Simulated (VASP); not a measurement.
Re: single point with PBEsol

The system is Re.

```
Re
1.0
     2.63563    0.00000    0.00000
    -1.31782    2.28252    0.00000
     0.00000    0.00000    4.25785
Re
2
Direct
  0.33333 0.66667 0.25000
  0.66667 0.33333 0.75000
```

```
Program                : VASP 6.6.1
Task                   : single point
Functional             : PBEsol
Potentials or basis    : VASP PAW PBE potentials, release 64 (Re)
Cutoff                 : 520 eV
k mesh                 : 18 × 18 × 10
Occupations            : gaussian, width 0.1 eV
Spin                   : no spin polarisation
Dipole correction      : no
Further INCAR settings : ALGO = Fast; EDIFF = 1e-07; NBANDS = 14
```

* Pressure: 68.0 GPa
* Band gap on the k mesh: zero (bands 7 and 8 overlap by 4.15 eV)

Levels at points of the mesh, in eV from the Fermi level:
| k point | band 4 | band 5 | band 6 | band 7 | band 8 | band 9 | band 10 | band 11 |
| --- | --- | --- | --- | --- | --- | --- | --- | --- |
| (0.00, 0.00, 0.00) | -2.01 | -1.99 | -0.96 | -0.96 | 0.18 | 0.18 | 1.01 | 4.04 |
| (0.50, 0.00, 0.00) | -2.44 | -1.72 | -1.59 | -0.68 | 4.89 | 5.40 | 5.57 | 7.44 |
| (0.00, 0.00, 0.50) | -2.81 | -2.16 | -2.16 | -2.16 | -2.16 | 3.11 | 3.11 | 3.11 |
| (0.50, 0.00, 0.50) | -5.02 | 0.41 | 0.41 | 1.30 | 1.30 | 5.28 | 5.28 | 5.82 |

Run time: 2.6 min on 1 thread of Intel Xeon 8259CL (shared host), peak memory 0.19 GiB.

Caveat: the cell stands under pressure; the PAW data sets were made with another functional, which shifts forces and pressure a little; spin-orbit coupling is left out, which moves the levels of the heavy elements.
